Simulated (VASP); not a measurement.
# Ta (Fm-3m) in VASP: a series of runs

The runs below take Ta through single point, with LDA.

All numbers are computed with VASP 6.6.1; they aren't measurements. Logs are shortened: lines on timing, memory, paths and dates and some standing lists are left out, and cuts for length are marked.

## (1) The cell of the first run

It takes space group Fm-3m (No. 225, cubic). Conventional cell: a = 4.141 Å, b = 4.141 Å, c = 4.141 Å, α = 90.00°, β = 90.00°, γ = 90.00°. Within 3.9 Å of Ta (site symmetry m-3m) lie 12 Ta at 2.93 Å.

## (2) Single point, LDA

INCAR reads:

```
SYSTEM = Ta
  PREC = Accurate
  ENCUT = 520
  EDIFF = 1E-6
  ISMEAR = -1
  SIGMA = 0.1
  LREAL = .False.
  LASPH = .True.
  NELM = 60
  ALGO = Normal
  ISIF = 2
  LWAVE = .False.
  LCHARG = .False.
  NBANDS = 12
```

KPOINTS reads:

```
Automatic mesh
0
Gamma
  13 13 13
  0 0 0
```

POSCAR reads:

```
Ta
1.0
    0.0000000000      2.0707127538      2.0707127538
    2.0707127538      0.0000000000      2.0707127538
    2.0707127538      2.0707127538      0.0000000000
Ta
1
Direct
    0.0000000000      0.0000000000      0.0000000000
```

Potentials or basis: VASP PAW LDA potentials, release 64 (Ta_pv).

On the command line:

```sh
> cat potpaw_LDA.64/Ta_pv/POTCAR > POTCAR
> mpirun -np 1 vasp_std > vasp.out
```

OUTCAR:

```text
SYSTEM = Ta
   PREC = Accurate
   ENCUT = 520
   EDIFF = 1E-6
   ISMEAR = -1
   LREAL = .False.
   LASPH = .True.
   NELM = 60
   ISIF = 2

 ion  position               nearest neighbor table
   1  0.000  0.000  0.000-

  LATTYP: Found a face centered cubic cell.
 ALAT       =     4.1414255076

  Lattice vectors:

 A1 = (   0.0000000000,   2.0707127538,   2.0707127538)
 A2 = (   2.0707127538,   0.0000000000,   2.0707127538)
 A3 = (   2.0707127538,   2.0707127538,   0.0000000000)

Analysis of symmetry for initial positions (statically):
=====================================================================
 Subroutine PRICEL returns:
 Original cell was already a primitive cell.

 Routine SETGRP: Setting up the symmetry group for a
 face centered cubic supercell.

 Subroutine GETGRP returns: Found 48 space group operations
 (whereof 48 operations were pure point group operations)
 out of a pool of 48 trial point group operations.

The static configuration has the point symmetry O_h .

Analysis of symmetry for dynamics (positions and initial velocities):
=====================================================================
 Subroutine PRICEL returns:
 Original cell was already a primitive cell.

 Routine SETGRP: Setting up the symmetry group for a
 face centered cubic supercell.

 Subroutine GETGRP returns: Found 48 space group operations
 (whereof 48 operations were pure point group operations)
 out of a pool of 48 trial point group operations.

The dynamic configuration has the point symmetry O_h .

 Subroutine INISYM returns: Found 48 space group operations
 (whereof 48 operations are pure point group operations),
 and found     1 'primitive' translations

----------------------------------------------------------------------------------------

                                     Primitive cell

  volume of cell :      17.7578

  direct lattice vectors                    reciprocal lattice vectors
     0.000000000  2.070712754  2.070712754    -0.241462752  0.241462752  0.241462752
     2.070712754  0.000000000  2.070712754     0.241462752 -0.241462752  0.241462752
     2.070712754  2.070712754  0.000000000     0.241462752  0.241462752 -0.241462752

  length of vectors
     2.928430060  2.928430060  2.928430060     0.418225754  0.418225754  0.418225754

  position of ions in fractional coordinates (direct lattice)
     0.000000000  0.000000000  0.000000000

  ion indices of the primitive-cell ions
   primitive index   ion index
                 1           1

----------------------------------------------------------------------------------------

 KPOINTS: Automatic mesh

Automatic generation of k-mesh.
 Grid dimensions read from file:
 generate k-points for:   13   13   13

 Generating k-lattice:

  Cartesian coordinates                     Fractional coordinates (reciprocal lattice)
    -0.018574058  0.018574058  0.018574058     0.076923077  0.000000000  0.000000000
     0.018574058 -0.018574058  0.018574058     0.000000000  0.076923077  0.000000000
     0.018574058  0.018574058 -0.018574058     0.000000000  0.000000000  0.076923077

  Length of vectors
     0.032171212  0.032171212  0.032171212

  Shift w.r.t. Gamma in fractional coordinates (k-lattice)
     0.000000000  0.000000000  0.000000000

 Subroutine IBZKPT returns following result:
 ===========================================

 Found     84 irreducible k-points:

 Following reciprocal coordinates:
            Coordinates               Weight
  0.000000  0.000000  0.000000      1.000000
  0.076923  0.000000  0.000000      8.000000
  0.153846  0.000000  0.000000      8.000000
  0.230769  0.000000  0.000000      8.000000
  0.307692  0.000000  0.000000      8.000000
  0.384615  0.000000  0.000000      8.000000
[... 16 lines left out ...]
  0.384615  0.153846  0.000000     24.000000
  0.461538  0.153846  0.000000     24.000000
 [... further k-points ...]
   k-points           NKPTS =     84   k-points in BZ     NKDIM =     84   number of bands    NBANDS=     12
   number of dos      NEDOS =    301   number of ions     NIONS =      1
   total plane-waves  NPLWV =  13824
   dimension x,y,z NGX =    24 NGY =   24 NGZ =   24
   dimension x,y,z NGXF=    48 NGYF=   48 NGZF=   48
   ions per type =               1
   NGX,Y,Z   is equivalent  to a cutoff of  13.62, 13.62, 13.62 a.u.
   NGXF,Y,Z  is equivalent  to a cutoff of  27.25, 27.25, 27.25 a.u.
 SYSTEM =  Ta
   PREC   = accura    normal or accurate (medium, high low for compatibility)
   ISTART =      0    job   : 0-new  1-cont  2-samecut
   ICHARG =      2    charge: 1-file 2-atom 10-const
   ISPIN  =      1    spin polarized calculation?
   LNONCOLLINEAR =      F non collinear calculations
   LSORBIT =      F    spin-orbit coupling
   LASPH  =      T    aspherical Exc in radial PAW
   ENCUT  =  520.0 eV  38.22 Ry    6.18 a.u.   5.44  5.44  5.44*2*pi/ulx,y,z
   NELM   =     60;   NELMIN=  2; NELMDL= -5     # of ELM steps
   EDIFF  = 0.1E-05   stopping-criterion for ELM
   LREAL  =      F    real-space projection
   EDIFFG = 0.1E-04   stopping-criterion for IOM
   NSW    =      0    number of steps for IOM
   IBRION =     -1    ionic relax: 0-MD 1-quasi-New 2-CG
   NFREE  =      0    steps in history (QN), initial steepest desc. (CG)
   ISIF   =      2    stress and relaxation
   ISYM   =      2    0-nonsym 1-usesym 2-fastsym
   POTIM  = 0.5000    time-step for ionic-motion
   TEBEG  =    0.0;   TEEND  =   0.0 temperature during run
   PSTRESS=    0.0 pullay stress
   NELECT =      11.0000    total number of electrons
   NUPDOWN=      -1.0000    fix difference up-down
   EMIN   =  10.00;   EMAX   =-10.00  energy-range for DOS
   EFERMI =   0.00;   METHOD = LEGACY
   ISMEAR =    -1;   SIGMA  =   0.10  broadening in eV -4-tet -1-fermi 0-gaus
   EFERMI_NEDOS =   21; number of points for ismear=-14 and -15
   IALGO  =     38    algorithm
   IMIX   =      4    mixing-type and parameters
     AMIX     =   0.40;   BMIX     =  1.00
     AMIX_MAG =   1.60;   BMIX_MAG =  1.00
  volume/ion in A,a.u.               =      17.76       119.84
  Fermi-wavevector in a.u.,A,eV,Ry     =   1.395541  2.637190 26.497810  1.947534
  Thomas-Fermi vector in A             =   2.518983
   LORBIT       =      0    0 simple, 1 ext, 2 COOP (PROOUT), +10 PAW based schemes
   GGA     = CA    functional components
   LHFCALC =     F    Hartree Fock is set to
   AEXX    =    0.0000 exact exchange contribution
   IVDW    =     0    specifies the selected vdW correction
   LEPSILON=     F    determine dielectric tensor
   LRPA    =     F    only Hartree local field effects (RPA)
 non-spin polarized calculation
  energy-cutoff  :      520.00
  volume of cell :       17.76
 maximum number of plane-waves:       531
 NGX is ok and might be reduce to    24
   NGX = 11   NGY = 11   NGZ = 11

 number of electron      11.0000000 magnetization

 Free energy of the ion-electron system (eV)
  ---------------------------------------------------
  ext. energy  EPLUGINS =         0.00000000
  ---------------------------------------------------
  free energy    TOTEN  =       -12.56043171 eV

  energy without entropy =      -12.52290808  energy(sigma->0) =      -12.54166989

 E-fermi :   5.9030     XC(G=0): -12.8703

 val. band max:        5.8994422979   @ k =   0.3846   0.1538   0.0769
 cond. band min:       5.9195093178   @ k =   0.0769   0.0769   0.0000
 fundamental gap:      0.0200670199
 Fermi energy:         5.9030079433

 k-point     1 :       0.0000    0.0000    0.0000
  band No.  band energies     occupation
      1     -27.3377      2.00000
      2     -27.3377      2.00000
      3     -27.3377      2.00000
      4      -2.3794      2.00000
      5       6.2750      0.04732
      6       6.2750      0.04732
      7       6.2750      0.04732
      8       9.4687      0.00000
      9       9.4687      0.00000
     10      18.6235      0.00000
     11      19.2170      0.00000
     12      23.6865      0.00000

 k-point     2 :       0.0769    0.0000    0.0000
  band No.  band energies     occupation
      1     -27.4154      2.00000
      2     -27.3474      2.00000
      3     -27.3474      2.00000
      4      -2.1246      2.00000
      5       6.0630      0.33600
      6       6.3945      0.01457
      7       6.3945      0.01457
      8       9.3508      0.00000
      9       9.3508      0.00000
     10      19.1485      0.00000
     11      19.2168      0.00000
     12      22.5754      0.00000

 k-point     3 :       0.1538    0.0000    0.0000
  band No.  band energies     occupation
      1     -27.6259      2.00000
      2     -27.3739      2.00000
      3     -27.3739      2.00000
      4      -1.4157      2.00000
      5       5.5871      1.91855
      6       6.6519      0.00112
      7       6.6519      0.00112
      8       9.1710      0.00000
      9       9.1710      0.00000
     10      19.2155      0.00000
     11      20.1141      0.00000
     12      21.3411      0.00000
[... 286 lines left out ...]
 k-point    23 :       0.3846    0.1538    0.0000
  band No.  band energies     occupation
      1     -28.2701      2.00000
      2     -27.5829      2.00000
      3     -27.5581      2.00000
      4       1.4145      2.00000
      5       4.4883      2.00000
      6       5.6791      1.80749
      7       7.2835      0.00000
      8      10.5056      0.00000
      9      11.5922      0.00000
     10      18.6914      0.00000
     11      19.2356      0.00000
     12      21.8094      0.00000

 k-point    24 :       0.4615    0.1538    0.0000
  band No.  band energies     occupation
      1     -28.4308      2.00000
      2     -27.6439      2.00000
      3     -27.5683      2.00000
      4       1.7887      2.00000
      5       4.7662      1.99998
      6       5.7949      1.49356
      7       6.9950      0.00004
      8      12.0533      0.00000
      9      12.1255      0.00000
     10      16.9230      0.00000
     11      19.2241      0.00000
     12      20.5514      0.00000

 [... further k-points ...]
[... 5 lines left out ...]
  --------------------------------------------------------------------------------------
  -------------------------------------------------------------------------------------
  Total        0.0848385      0.0848385      0.0848385      0.0000000      0.0000000      0.0000000
  in kB        7.6544513      7.6544513      7.6544513      0.0000000      0.0000000      0.0000000
  external PRESSURE =       7.6544513 kB  Pullay stress =       0.0000000 kB

 VOLUME and BASIS-vectors are now :
 -----------------------------------------------------------------------------
  energy-cutoff  :      520.00
  volume of cell :       17.76
      direct lattice vectors                 reciprocal lattice vectors
     0.000000000  2.070712754  2.070712754    -0.241462752  0.241462752  0.241462752
     2.070712754  0.000000000  2.070712754     0.241462752 -0.241462752  0.241462752
     2.070712754  2.070712754  0.000000000     0.241462752  0.241462752 -0.241462752

 POSITION                                       TOTAL-FORCE (eV/Angst)
 -----------------------------------------------------------------------------------
      0.00000      0.00000      0.00000        -0.000000     -0.000000      0.000000
 -----------------------------------------------------------------------------------
    total drift:                               -0.000000      0.000000      0.000000

  FREE ENERGIE OF THE ION-ELECTRON SYSTEM (eV)
  ---------------------------------------------------
  free  energy   TOTEN  =       -12.5604317101 eV

  energy  without entropy=      -12.5229080788  energy(sigma->0) =      -12.54166989
```

It took 13 s on 1 thread of Intel Xeon 8259CL, shared host; peak memory 0.14 GiB.

Results:

```
Free energy : -12.5604 eV
Pressure    : 0.8 GPa
```

Caveat: spin-orbit coupling is left out, which moves the levels of the heavy elements.

## (3) Single point, LDA (volume scaled by 0.88)

INCAR reads:

```
PREC = Accurate
ENCUT = 520
EDIFF = 1E-6
ISMEAR = -1
SIGMA = 0.1
LREAL = F
LASPH = T
NELM = 100
ALGO = Normal
ISIF = 2
LWAVE = F
LCHARG = F
GGA = CA
NBANDS = 12
```

KPOINTS reads:

```
Automatic mesh
0
Gamma
  15 15 15
```

POSCAR reads:

```
Ta
1.0
    0.0000000000      1.9843308413      1.9843308413
    1.9843308413      0.0000000000      1.9843308413
    1.9843308413      1.9843308413      0.0000000000
Ta
1
Direct
    0.0000000000      0.0000000000      0.0000000000
```

Potentials or basis: VASP PAW LDA potentials, release 64 (Ta_pv).

On the command line:

```sh
> cat potpaw_LDA.64/Ta_pv/POTCAR > POTCAR
> mpirun -np 1 vasp_std > vasp.out
```

OUTCAR:

```text
PREC = Accurate
   ENCUT = 520
   EDIFF = 1E-6
   ISMEAR = -1
   LREAL = F
   LASPH = T
   NELM = 100
   ISIF = 2
   GGA = CA

 ion  position               nearest neighbor table
   1  0.000  0.000  0.000-

  LATTYP: Found a face centered cubic cell.
 ALAT       =     3.9686616826

  Lattice vectors:

 A1 = (   0.0000000000,   1.9843308413,   1.9843308413)
 A2 = (   1.9843308413,   0.0000000000,   1.9843308413)
 A3 = (   1.9843308413,   1.9843308413,   0.0000000000)

Analysis of symmetry for initial positions (statically):
=====================================================================
 Subroutine PRICEL returns:
 Original cell was already a primitive cell.

 Routine SETGRP: Setting up the symmetry group for a
 face centered cubic supercell.

 Subroutine GETGRP returns: Found 48 space group operations
 (whereof 48 operations were pure point group operations)
 out of a pool of 48 trial point group operations.

The static configuration has the point symmetry O_h .

Analysis of symmetry for dynamics (positions and initial velocities):
=====================================================================
 Subroutine PRICEL returns:
 Original cell was already a primitive cell.

 Routine SETGRP: Setting up the symmetry group for a
 face centered cubic supercell.

 Subroutine GETGRP returns: Found 48 space group operations
 (whereof 48 operations were pure point group operations)
 out of a pool of 48 trial point group operations.

The dynamic configuration has the point symmetry O_h .

 Subroutine INISYM returns: Found 48 space group operations
 (whereof 48 operations are pure point group operations),
 and found     1 'primitive' translations

----------------------------------------------------------------------------------------

                                     Primitive cell

  volume of cell :      15.6269

[... 107 lines left out ...]
  volume/ion in A,a.u.               =      15.63       105.46
  Fermi-wavevector in a.u.,A,eV,Ry     =   1.456291  2.751992 28.855030  2.120785
  Thomas-Fermi vector in A             =   2.573227
   LORBIT       =      0    0 simple, 1 ext, 2 COOP (PROOUT), +10 PAW based schemes
   GGA     = CA    functional components
   LHFCALC =     F    Hartree Fock is set to
   AEXX    =    0.0000 exact exchange contribution
   IVDW    =     0    specifies the selected vdW correction
   LEPSILON=     F    determine dielectric tensor
   LRPA    =     F    only Hartree local field effects (RPA)
 non-spin polarized calculation
  energy-cutoff  :      520.00
  volume of cell :       15.63
 maximum number of plane-waves:       440
 NGX is ok and might be reduce to    24
   NGX = 11   NGY = 11   NGZ = 11

 number of electron      11.0000000 magnetization

 Free energy of the ion-electron system (eV)
  ---------------------------------------------------
  ext. energy  EPLUGINS =         0.00000000
  ---------------------------------------------------
  free energy    TOTEN  =       -12.33525590 eV

  energy without entropy =      -12.29859628  energy(sigma->0) =      -12.31692609

 E-fermi :   7.1415     XC(G=0): -13.5347

 val. band max:        7.0585642772   @ k =   0.3333   0.1333   0.0000
 cond. band min:       7.1611797625   @ k =   0.0667   0.0000   0.0000
 fundamental gap:      0.1026154853
 Fermi energy:         7.1415103561

 k-point     1 :       0.0000    0.0000    0.0000
  band No.  band energies     occupation
      1     -25.6875      2.00000
      2     -25.6875      2.00000
      3     -25.6875      2.00000
      4      -1.7015      2.00000
      5       7.3522      0.21695
      6       7.3522      0.21695
      7       7.3522      0.21695
      8      11.1524      0.00000
      9      11.1524      0.00000
     10      20.1454      0.00000
     11      20.7848      0.00000
     12      25.8774      0.00000
[... 331 lines left out ...]
 k-point    24 :       0.2000    0.1333    0.0000
  band No.  band energies     occupation
      1     -26.2549      2.00000
      2     -25.8597      2.00000
      3     -25.8444      2.00000
      4       0.1463      2.00000
      5       5.7460      2.00000
      6       8.2419      0.00003
      7       8.4521      0.00000
      8       9.3294      0.00000
      9      11.7685      0.00000
     10      20.7838      0.00000
     11      23.5385      0.00000
     12      24.2106      0.00000

 [... further k-points ...]
[... 5 lines left out ...]
  --------------------------------------------------------------------------------------
  -------------------------------------------------------------------------------------
  Total        3.4408560      3.4408560      3.4408560     -0.0000000     -0.0000000      0.0000000
  in kB      352.7807126    352.7807126    352.7807126     -0.0000000     -0.0000000      0.0000000
  external PRESSURE =     352.7807126 kB  Pullay stress =       0.0000000 kB

 VOLUME and BASIS-vectors are now :
 -----------------------------------------------------------------------------
  energy-cutoff  :      520.00
  volume of cell :       15.63
      direct lattice vectors                 reciprocal lattice vectors
     0.000000000  1.984330841  1.984330841    -0.251974111  0.251974111  0.251974111
     1.984330841  0.000000000  1.984330841     0.251974111 -0.251974111  0.251974111
     1.984330841  1.984330841  0.000000000     0.251974111  0.251974111 -0.251974111

 POSITION                                       TOTAL-FORCE (eV/Angst)
 -----------------------------------------------------------------------------------
      0.00000      0.00000      0.00000        -0.000000      0.000000      0.000000
 -----------------------------------------------------------------------------------
    total drift:                               -0.000000      0.000000      0.000000

  FREE ENERGIE OF THE ION-ELECTRON SYSTEM (eV)
  ---------------------------------------------------
  free  energy   TOTEN  =       -12.3352559033 eV

  energy  without entropy=      -12.2985962844  energy(sigma->0) =      -12.31692609
```

OSZICAR:

```text
N       E                     dE             d eps       ncg     rms          rms(c)
DAV:   1     0.601619200249E+02    0.60162E+02   -0.60022E+03  2888   0.892E+02
DAV:   2    -0.117821142175E+02   -0.71944E+02   -0.69833E+02  3164   0.248E+02
DAV:   3    -0.127502314312E+02   -0.96812E+00   -0.95347E+00  3436   0.271E+01
DAV:   4    -0.127524284715E+02   -0.21970E-02   -0.21969E-02  3068   0.141E+00
DAV:   5    -0.127524337729E+02   -0.53014E-05   -0.53012E-05  3328   0.674E-02    0.168E+01
DAV:   6    -0.124461174768E+02    0.30632E+00   -0.21560E-01  3180   0.485E+00    0.852E+00
DAV:   7    -0.123373454275E+02    0.10877E+00   -0.19346E-01  3272   0.440E+00    0.351E-01
DAV:   8    -0.123352564008E+02    0.20890E-02   -0.27349E-03  2996   0.616E-01    0.619E-02
DAV:   9    -0.123352549409E+02    0.14599E-05   -0.17409E-05  3304   0.456E-02    0.272E-02
DAV:  10    -0.123352559033E+02   -0.96234E-06   -0.15176E-06  2928   0.132E-02
   1 F= -.12335256E+02 E0= -.12316926E+02  d E =-.366596E-01
```

stdout:

```text
POSCAR found type information on POSCAR Ta
 POSCAR found :  1 types and       1 ions
 scaLAPACK will be used
 LDA part: xc-table for (Slater(with rela. corr.)+CA(PZ))
 , standard interpolation
 POSCAR, INCAR and KPOINTS ok, starting setup
 FFT: planning ... GRIDC
 FFT: planning ... GRID_SOFT
 FFT: planning ... GRID
 WAVECAR not read
 entering main loop
```

It took 18 s on 1 thread of Intel Xeon 8259CL, shared host; peak memory 0.15 GiB.

What came out:

```
Free energy : -12.3353 eV
Pressure    : 35.3 GPa
```

Levels at points of the mesh, in eV from the Fermi level:
```tsv
k point	band 3	band 4	band 5	band 6	band 7	band 8
(0.00, 0.00, 0.00)	-32.83	-8.84	0.21	0.21	0.21	4.01
```

Caveat: spin-orbit coupling is left out, which moves the levels of the heavy elements.

(Continued in part 2 of 2.)
